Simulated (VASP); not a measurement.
**BN: single point with PBE**

Crystal: BN.

```xyz
2
Lattice="0.0000 1.8303 1.8303 1.8303 0.0000 1.8303 1.8303 1.8303 0.0000" Properties=species:S:1:pos:R:3 pbc="T T T"
B     0.0000    0.0000    0.0000
N     2.7454    2.7454    2.7454
```

This cell differs from its parent crystal: volume scaled by 1.03.

```
Program                : VASP 6.6.1
Task                   : single point
Functional             : PBE
Potentials or basis    : VASP PAW PBE potentials, release 64 (B, N)
Cutoff                 : 520 eV
k mesh                 : 12 × 12 × 12
Occupations            : gaussian, width 0.02 eV
Spin                   : no spin polarisation
Dipole correction      : no
Further INCAR settings : ALGO = Normal; EDIFF = 1e-06; NBANDS = 11
```

```
Pressure               : -10.2 GPa
Band gap on the k mesh : 4.42 eV, indirect (least direct gap 8.64 eV)
```

Levels at points of the mesh, in eV from the valence-band top:
| k point | band 1 | band 2 | band 3 | band 4 | band 5 | band 6 | band 7 | band 8 |
| --- | --- | --- | --- | --- | --- | --- | --- | --- |
| (0.00, 0.00, 0.00) | -19.81 | 0.00 | 0.00 | 0.00 | 8.64 | 8.64 | 8.64 | 9.74 |
| (0.50, 0.00, 0.00) | -15.77 | -10.35 | -1.87 | -1.87 | 9.66 | 10.50 | 10.50 | 14.87 |
| (0.50, 0.50, 0.00) | -14.45 | -8.68 | -4.72 | -4.72 | 4.42 | 9.02 | 17.35 | 17.35 |

Wall time 4.4 s on 1 thread of Intel(R) Xeon(R) 6975P-C (Granite Rapids), with other jobs on the host, peak memory 0.12 GiB.

 A k mesh can miss the band edges.
